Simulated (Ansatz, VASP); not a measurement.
# Si in VASP and in Ansatz

Contents of INCAR:

```
SYSTEM = Si
  PREC = Accurate
  ENCUT = 520
  EDIFF = 1E-6
  ISMEAR = 0
  SIGMA = 0.05
  LREAL = .False.
  LASPH = .True.
  NELM = 80
  ALGO = Normal
  ISIF = 2
  LWAVE = .False.
  LCHARG = .False.
  GGA = PE
  NBANDS = 16
```

The input KPOINTS:

```
regular mesh
0
Gamma
  10 10 10
  0 0 0
```

Contents of POSCAR:

```
Si
1.0
   -4.0816115246      4.0816115246      1.9304179815
    4.0816115246     -4.0816115246      1.9304179815
    3.6132298743      3.6132298743     -1.9304179815
Si
4
Direct
    0.1786105079      0.1786105079      0.3572210158
    0.8213894921      0.8213894921      0.6427789842
    0.1786105079      0.8213894921      0.0000000000
    0.8213894921      0.1786105079      0.0000000000
```

Input for Ansatz:

```yaml
crystal:
  lattice:
    - [-4.0816115246, 4.0816115246, 1.9304179815]
    - [4.0816115246, -4.0816115246, 1.9304179815]
    - [3.6132298743, 3.6132298743, -1.9304179815]
  atoms:
    - { symbol: Si, position: [0.1786105079, 0.1786105079, 0.3572210158] }
    - { symbol: Si, position: [0.8213894921, 0.8213894921, 0.6427789842] }
    - { symbol: Si, position: [0.1786105079, 0.8213894921, 0.0] }
    - { symbol: Si, position: [0.8213894921, 0.1786105079, 0.0] }
basis:
  ecutwfc: 420
kpoints:
  mp_grid: { grid: [10, 10, 10] }
hamiltonian:
  xc: pbe
  pseudopotentials: { kind: paw, azcp: { folder: soft_1 } }
scf:
  occupations: { method: gaussian, width: 0.05 }
output:
  forces: true
  stress: true
  eigenvalues: true
```

Change from the starting cell: engineering shear strain xy -0.1400, equal normal strain along x and y +0.1500.

Alike in both runs: task single point; functional PBE; k mesh 10 × 10 × 10; occupations gaussian, width 0.05 eV; no spin polarisation.

|  | VASP | Ansatz |
| --- | --- | --- |
| version | VASP 6.6.1 | Ansatz 0.2.0 |
| potentials or method | VASP PAW PBE potentials, release 64 (Si), cutoff 520 eV | scalar-relativistic, plane waves, PAW |
| valence electrons in the cell | 16 | 16 |

Ansatz gave:

```
gap on the k mesh at the Fermi level (eV)                     : none
pressure (GPa)                                                : -10.8
traceless stress, the component that is largest in VASP (GPa) : 7.72
rms of the force components (eV/Å)                            : 0.222
```

**Question.** Which values does VASP return?

**Answer.** gap on the k mesh at the Fermi level (eV): none; pressure (GPa): -10.8; traceless stress, the component that is largest in VASP (GPa): 7.74; rms of the force components (eV/Å): 0.221.

Atom by atom the forces differ by 0.001 eV/Å (rms over components). A gap of «none» marks a metal or a gap that the smearing closes.
